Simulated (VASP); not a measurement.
W:

```xyz
1
Lattice="-1.5823 1.5823 1.5823 1.5823 -1.5823 1.5823 1.5823 1.5823 -1.5823" Properties=species:S:1:pos:R:3 pbc="T T T"
W     0.0000    0.0000    0.0000
```

- Program: VASP 6.6.1
- Task: relaxation of cell and atoms
- Functional: PBE
- Potentials or basis: VASP PAW PBE potentials, release 64 (W_sv)
- Cutoff: 600 eV
- k mesh: 12 × 12 × 12
- Occupations: methfessel-paxton, width 0.1 eV
- Spin: no spin polarisation

At the start: pressure 6.6 GPa; volume 15.85 Å³/atom.

Question: Where does the relaxation end?

Answer: Over 4 steps the energy falls by 6.8 meV/atom and the volume is 16.19 Å³/atom (+2.1 %); space group Im-3m (No. 229, to 0.1 Å) before and after.

The path:
| step | energy change (eV) | largest force (eV/Å) | pressure (GPa) | volume (Å³) |
| --- | --- | --- | --- | --- |
| 1 | 0.0000 | 0.0000 | 6.59 | 15.85 |
| 2 | 0.0688 | 0.0000 | -18.95 | 17.39 |
| 3 | -0.0068 | 0.0000 | -0.16 | 16.19 |
| 4 | -0.0068 | 0.0000 | -0.04 | 16.19 |

Final structure:
```cif
data_structure
_symmetry_space_group_name_H-M 'P 1'
_symmetry_Int_Tables_number 1
_cell_length_a 2.7600
_cell_length_b 2.7600
_cell_length_c 2.7600
_cell_angle_alpha 109.471
_cell_angle_beta 109.471
_cell_angle_gamma 109.471
_cell_volume 16.19
loop_
_atom_site_label
_atom_site_type_symbol
_atom_site_fract_x
_atom_site_fract_y
_atom_site_fract_z
_atom_site_occupancy
W1 W 0.00000 0.00000 0.00000 1
```
